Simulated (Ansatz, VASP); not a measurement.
**Two plane-wave programs on CdSe**

File INCAR:

```
  PREC = Accurate
  ENCUT = 500
  EDIFF = 1E-6
  ISMEAR = 0
  SIGMA = 0.01
  LREAL = F
  LASPH = T
  NELM = 120
  ALGO = Normal
  ISIF = 2
  LWAVE = F
  LCHARG = F
  GGA = PE
  NBANDS = 16
  GGA_COMPAT = F
```

The input KPOINTS:

```
regular mesh
0
Gamma
  5 5 5
```

The input POSCAR:

```
CdSe
1.0
    0.0000000000      3.0702710000      3.0702710000
    3.0702710000      0.0000000000      3.0702710000
    3.0702710000      3.0702710000      0.0000000000
Cd Se
1 1
Direct
    0.0000000000      0.0000000000      0.0000000000
    0.7500000000      0.7500000000      0.7500000000
```

Input for Ansatz:

```yaml
crystal:
  lattice:
    - [0.0, 3.070271, 3.070271]
    - [3.070271, 0.0, 3.070271]
    - [3.070271, 3.070271, 0.0]
  atoms:
    - { symbol: Cd, position: [0.0, 0.0, 0.0] }
    - { symbol: Se, position: [0.75, 0.75, 0.75] }
kpoints:
  mp_grid:
    grid: [5, 5, 5]
hamiltonian:
  xc: pbe
  pseudopotentials:
    kind: paw
scf:
  max_iter: 80
  occupations:
    method: fixed
output:
  forces: true
  stress: true
  eigenvalues: true
```

Alike in both runs: task single point; functional PBE; k mesh 5 × 5 × 5; no spin polarisation.

|  | VASP | Ansatz |
| --- | --- | --- |
| version | VASP 6.6.1 | Ansatz 0.2.0 |
| potentials or method | VASP PAW PBE potentials, release 64 (Cd, Se) | plane waves, PAW |
| plane-wave cutoff (eV) | 500 | 420 |
| occupations | gaussian, width 0.01 eV | fixed |
| valence electrons in the cell | 18 | 36 |

|  | VASP | Ansatz | Ansatz less VASP |
| --- | --- | --- | --- |
| gap on the k mesh at the Fermi level (eV) | 0.54 | 0.55 | +0.001 |
| pressure (GPa) | 1.6 | 1.3 | -0.28 |

VASP's potentials hold 18 valence electrons a cell and Ansatz's 36, so a difference there can come from the potentials and not from the codes.
